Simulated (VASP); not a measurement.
The system is GaSb (zincblende type).

```
Ga Sb
1.0
     0.00000    3.14264    3.14264
     3.14264    0.00000    3.14264
     3.14264    3.14264    0.00000
Ga Sb
1 1
Direct
  0.00000 0.00000 0.00000
  0.25000 0.25000 0.25000
```

| Item | Value |
| --- | --- |
| Program | VASP 6.6.1 |
| Task | relaxation of cell and atoms |
| Functional | PBE |
| Potentials or basis | VASP PAW PBE potentials, release 64 (Ga_d, Sb) |
| Cutoff | 600 eV |
| k mesh | 9 × 9 × 9 |
| Occupations | fermi-dirac, width 0.08 eV |
| Spin | no spin polarisation |

At the start: pressure -1.3 GPa; volume 31.04 Å³/atom.

Question: Where does the relaxation end?

Answer: Over 4 steps the energy falls by 4.4 meV/atom and the volume is 30.03 Å³/atom (-3.2 %); space group F-43m (No. 216, to 0.05 Å).

The path:
```csv
step,energy change (eV),largest force (eV/Å),pressure (GPa),volume (Å³)
1,0.0000,0.0000,-1.35,62.07
2,-0.0085,0.0000,0.17,59.76
3,-0.0087,0.0000,0.03,60.02
4,-0.0088,0.0000,-0.02,60.06
```

Final structure:
```yaml
crystal:
  lattice:
    - [0.00000, 3.10824, 3.10824]
    - [3.10824, 0.00000, 3.10824]
    - [3.10824, 3.10824, 0.00000]
  atoms:
    - { symbol: Ga, position: [0.00000, 0.00000, 0.00000] }
    - { symbol: Sb, position: [0.25000, 0.25000, 0.25000] }
```
